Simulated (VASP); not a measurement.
The system is Bi.

```
CELL_PARAMETERS angstrom
3.25218 0.00000 0.00000
0.00000 3.25218 0.00000
0.00000 0.00000 3.25218
ATOMIC_POSITIONS crystal
Bi 0.00000 0.00000 0.00000
```

| Quantity | Value |
| --- | --- |
| Program | VASP 6.6.1 |
| Task | relaxation of cell and atoms |
| Functional | BLYP |
| Potentials or basis | VASP PAW PBE potentials, release 64 (Bi_d) |
| Cutoff | 600 eV |
| k mesh | 10 × 10 × 10 |
| Occupations | fermi-dirac, width 0.1 eV |
| Spin | no spin polarisation |

At the start: pressure 4.7 GPa; volume 34.40 Å³/atom.

Question: How do energy, volume and symmetry change on relaxing?

Answer: Over 3 steps the energy falls by 46.9 meV/atom and the volume is 37.92 Å³/atom (+10.2 %); space group Pm-3m (No. 221, to 0.05 Å).

Step by step:
| step | energy change (eV) | largest force (eV/Å) | pressure (GPa) | volume (Å³) |
| --- | --- | --- | --- | --- |
| 1 | 0.0000 | 0.0000 | 4.71 | 34.40 |
| 2 | -0.0385 | 0.0000 | -1.51 | 39.68 |
| 3 | -0.0469 | 0.0000 | 0.02 | 37.92 |

Final structure:
```
Bi
1.0
     3.35959    0.00000    0.00000
     0.00000    3.35959    0.00000
     0.00000    0.00000    3.35959
Bi
1
Cartesian
  0.0000 0.0000 0.0000
```

Caveat: the PAW data sets were made with another functional, which shifts forces and pressure a little.
